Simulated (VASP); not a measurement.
Here is a VASP 6.6.1 calculation.

File INCAR:

```
PREC = Accurate
ENCUT = 520
EDIFF = 1E-7
ISMEAR = 0
SIGMA = 0.15
LREAL = F
LASPH = T
NELM = 80
ALGO = Fast
ISIF = 2
LWAVE = F
LCHARG = T
LELF = T
LVHAR = T
NBANDS = 16
```

Contents of KPOINTS:

```
regular mesh
0
Gamma
  16 16 12
```

POSCAR

```
Ir
1.0
    0.0000000000     -1.9054060557     -1.9054060557
    0.0000000000      1.9054060557     -1.9054060557
    3.8108121114      0.0000000000      0.0000000000
Ir
2
Direct
    0.5251914808      0.4748085192      0.4943843991
   -0.0251914808      0.0251914808      0.0056156009
```

Potentials or basis: VASP PAW LDA potentials, release 64 (Ir).

Launch:

```console
$ cat potpaw_LDA.64/Ir/POTCAR > POTCAR
$ mpirun -np 1 vasp_std > vasp.out
```

Task: Estimate the band gap on the k mesh.

Result: Zero (bands 9 and 10 overlap by 3.16 eV).

Task: Estimate the pressure.

Result: 7.0 GPa.

Task: Predict the largest force.

Result: 1.771 eV/Å.

Forces in eV/Å, atoms in the order of the input:
```
Ir   0.660  1.643  0.000
Ir  -0.660 -1.643  0.000
```

Caveat: the cell differs from its parent crystal (atoms displaced along several vibrational modes); the stress differs along the axes, from 1 to 10 GPa; spin-orbit coupling is left out, which moves the levels of the heavy elements; forces of over 1 eV/Å act on the atoms, so gaps and moduli don't describe the material at rest.
